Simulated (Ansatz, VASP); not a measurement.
# One calculation of Hf, two programs

INCAR

```
SYSTEM = Hf
PREC = Accurate ; ENCUT = 520
EDIFF = 1E-7 ; ISMEAR = -1
SIGMA = 0.05 ; LREAL = .FALSE.
LASPH = .TRUE. ; NELM = 100
ALGO = Normal ; ISIF = 2
LWAVE = .FALSE. ; LCHARG = .FALSE.
GGA = PE ; NBANDS = 11
```

File KPOINTS:

```
regular mesh
0
G
  14 14 14
  0 0 0
```

File POSCAR:

```
Hf
1.0
   -1.7689000000      1.7689000000      1.8050000000
    1.7689000000     -1.7689000000      1.8050000000
    1.7689000000      1.7689000000     -1.8050000000
Hf
1
Direct
    0.0000000000      0.0000000000      0.0000000000
```

Input for Ansatz:

```yaml
crystal:
  lattice:
    - [-1.7689, 1.7689, 1.805]
    - [1.7689, -1.7689, 1.805]
    - [1.7689, 1.7689, -1.805]
  atoms:
    - { symbol: Hf, position: [0.0, 0.0, 0.0] }
kpoints:
  mp_grid: { grid: [14, 14, 14] }
  band_path:
    path:
      - [0.0, 0.0, 0.0]
      - [0.0, 0.0, 0.5]
      - [0.25, 0.25, 0.25]
      - [0.0, 0.5, 0.0]
      - [0.0, 0.0, 0.0]
      - [0.5, 0.5, -0.5]
      - [0.4901, 0.5099, -0.4901]
      - [-0.4901, 0.4901, 0.4901]
      - [0.0, 0.0, 0.0]
    npoints: 5
scf:
  occupations: { method: fermi_dirac, width: 0.05 }
hamiltonian:
  xc: pbe
  pseudopotentials: { kind: all_electron, lapw: { basis_error: 0.0005 } }
output:
  forces: true
  stress: true
  eigenvalues: true
```

Change from the starting cell: equal xx and yy strain of -2 %.

Alike in both runs: task single point; functional PBE; k mesh 14 × 14 × 14; occupations fermi-dirac, width 0.05 eV; no spin polarisation.

|  | VASP | Ansatz |
| --- | --- | --- |
| version | VASP 6.6.1 | Ansatz 0.2.0 |
| potentials or method | VASP PAW PBE potentials, release 64 (Hf_pv), cutoff 520 eV | all-electron LAPW, scalar-relativistic |

```tsv
	VASP	Ansatz	Ansatz less VASP
pressure (GPa)	-1.6	-1.3	+0.37
traceless stress, the component that is largest in VASP (GPa)	0.71	0.69	-0.022
```

Ansatz ran all-electron here, and VASP with PAW potentials.

Spin-orbit coupling is off throughout.
